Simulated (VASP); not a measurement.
**Na: single point with r2SCAN**

Na:

```
Na
1.0
     3.57865    0.00000    0.00000
    -1.78933    3.09920    0.00000
     0.00000    0.00000    6.30785
Na
2
Cartesian
  0.0000 2.0661 1.5770
  1.7893 1.0331 4.7309
```

This cell differs from its parent crystal: strain -0.050 along x and y, +0.025 along z.

- Program: VASP 6.6.1
- Task: single point
- Functional: r2SCAN
- Potentials or basis: VASP PAW PBE potentials, release 64 (Na_pv)
- Cutoff: 520 eV
- k mesh: 12 × 12 × 8
- Occupations: gaussian, width 0.15 eV
- Spin: no spin polarisation

| Item | Value |
| --- | --- |
| Pressure | 0.7 GPa |
| Band gap on the k mesh | zero (bands 7 and 8 overlap by 4.99 eV) |

Stress tensor (GPa, compression positive):
```
 1.19  0.00  0.00
 0.00  1.19  0.00
 0.00  0.00 -0.19
```

Levels at points of the mesh, in eV from the Fermi level:
```csv
k point,band 5,band 6,band 7,band 8,band 9,band 10
"(0.00, 0.00, 0.00)",-25.97,-25.96,-3.61,0.14,0.76,10.85
"(0.50, 0.00, 0.00)",-25.98,-25.97,0.38,0.70,3.96,4.15
"(0.00, 0.00, 0.50)",-25.97,-25.97,-2.58,-2.58,5.26,5.26
"(0.50, 0.00, 0.50)",-25.97,-25.97,1.17,1.17,1.93,1.93
```

Wall time 8.6 min on 1 thread of Oxide Virtual Turin-like Processor, on a shared host, peak memory 0.19 GiB.

Caveat: the cell differs from its parent crystal (strain -0.050 along x and y, +0.025 along z); the PAW data sets were made with another functional, which shifts forces and pressure a little.
